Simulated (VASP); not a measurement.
Input of a VASP 6.6.1 run:

File INCAR:

```
ALGO     = Normal         # electronic algorithm
EDIFF    = 1E-7           # SCF threshold, eV
EDIFFG   = -0.002         # ionic threshold
ENCUT    = 600            # plane-wave cutoff, eV
IBRION   = 2              # ionic algorithm
ISIF     = 3              # what is computed and relaxed
ISMEAR   = -1             # smearing method
LASPH    = T              # aspherical terms in the spheres
LCHARG   = F              # write CHGCAR
LREAL    = F              # projectors in reciprocal space
LWAVE    = F              # write WAVECAR
NELM     = 80             # most SCF steps
NSW      = 100            # ionic steps
PREC     = Accurate       # precision mode
PSTRESS  = 70.0         
SIGMA    = 0.1            # smearing width, eV
```

File KPOINTS:

```
k-points
0
Gamma
  18 18 10
```

Contents of POSCAR:

```
Ag
1.0
    2.8277090927      0.0000000000      0.0000000000
   -1.4138545463      2.4488679088      0.0000000000
    0.0000000000      0.0000000000      4.6341114828
Ag
2
Direct
    0.3333333333      0.6666666667      0.2500000000
    0.6666666667      0.3333333333      0.7500000000
```

Potentials or basis: VASP PAW LDA potentials, release 64 (Ag).

Command:

```console
$ cat potpaw_LDA.64/Ag/POTCAR > POTCAR
$ mpirun -np 1 vasp_std > vasp.out
```

Predict the relaxed cell.

a = 2.787 Å, b = 2.787 Å, c = 4.566 Å, α = 90.00°, β = 90.00°, γ = 120.00°.

Predict the space group after relaxing (to 0.1 Å).

P6_3/mmc (No. 194).

The path:
```
step  energy change (eV)  largest force (eV/Å)  pressure (GPa)  volume (Å³)
   1              0.0000                0.0000            0.14        32.09
   2              0.1623                0.0000           18.64        29.00
   3              0.0286                0.0000            6.90        30.73
   4              0.0297                0.0000            7.04        30.70
   5              0.0291                0.0000            6.96        30.72
   6              0.0293                0.0000            6.98        30.71
   7              0.0293                0.0000            7.00        30.71
```

Caveat: the cell is relaxed towards a set pressure, so the run minimises the enthalpy, not the energy. Zero-point motion and thermal expansion aren't in these numbers.
